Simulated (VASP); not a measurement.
## B13P10: single point with PBE

B13P10:

```xyz
23
Lattice="6.5660 0.0873 -0.1704 0.0873 6.7396 0.1358 -0.1704 0.1358 7.0462" Properties=species:S:1:pos:R:3 pbc="T T T"
P     4.2107    5.0283    2.0123
P     5.3776    0.2806    1.8478
P     6.7206    6.0045    4.3304
P     4.0473    4.5639    5.8716
P     4.1739    1.5435    4.2141
P     2.2730    4.5714    3.8241
P     1.8341    0.4457   -0.1058
P     0.2815    4.6287   -0.1253
P     1.5910    1.7535    2.1252
P     3.6305    2.3762    7.6119
B     4.5488    2.1681    5.9613
B     5.3184    3.5375    3.2351
B     1.0806    3.6860    5.3808
B    -1.1764    5.0804    0.7663
B     1.0520    1.7230    5.5044
B     4.7325    3.2909    4.5966
B     2.3473    1.7597    4.0768
B     2.1594    3.6946    8.6566
B     3.3199    5.9794    4.2845
B     2.0829    3.8071    6.7554
B     2.3528    7.0585    5.3255
B    -0.4155    2.8693    5.4797
B     7.0460    2.9651    2.9066
```

```yaml
Program: VASP 6.6.1
Task: single point
Functional: PBE
Potentials_or_basis: VASP PAW PBE potentials, release 64 (P, B)
Cutoff: 420 eV
k_mesh: 1 × 1 × 1, shifted
Occupations: fermi-dirac, width 0.2482 eV
Spin: no spin polarisation
Dipole_correction: no
Mended: yes
Further_INCAR_settings: LREAL = Auto; ALGO = Normal; EDIFF = 1e-06; NBANDS = 62; ISYM = -1
```

- Pressure: -3.7 GPa
- Largest force: 4.759 eV/Å
- Band gap on the k mesh: zero (an odd number of electrons rules out a gap without spin polarisation)

Forces in eV/Å, atoms in the order of the input:
```
P   -0.016 -0.734  1.219
P    0.327 -1.048 -0.359
P    0.718 -0.408 -0.213
P   -2.225  2.072  0.445
P   -0.131 -2.291 -0.857
P   -3.752 -1.714 -1.109
P    0.009 -0.016  0.718
P    2.860  0.062 -1.747
P   -0.170  1.067  1.908
P   -0.539 -0.829 -0.089
B    1.830  1.123 -0.837
B    3.629  0.683 -3.001
B    0.925 -0.774  0.207
B   -1.404  0.396  0.001
B    0.338  1.013 -0.409
B   -1.604  1.447  3.598
B   -2.621 -0.585 -0.763
B    0.873 -0.259 -0.725
B    0.288  0.790  2.398
B    1.172  0.381  1.071
B   -0.437  0.177 -2.101
B    2.228 -1.180  1.011
B   -2.298  0.627 -0.367
```

Stress tensor (GPa, compression positive):
```
-0.15  4.20 -1.91
 4.20 -7.14 -1.08
-1.91 -1.08 -3.95
```

Levels at points of the mesh, in eV from the Fermi level:
| k point | band 42 | band 43 | band 44 | band 45 | band 46 | band 47 | band 48 | band 49 |
| --- | --- | --- | --- | --- | --- | --- | --- | --- |
| (0.25, 0.25, 0.25) | -0.95 | -0.36 | -0.26 | -0.09 | 0.38 | 0.41 | 0.74 | 1.12 |

Wall time 37 s on 1 thread of Intel(R) Xeon(R) Platinum 8375C CPU @ 2.90GHz (Ice Lake) (shared host), peak memory 0.3 GiB.

Caveat: the atoms stand as in a frame of molecular dynamics.
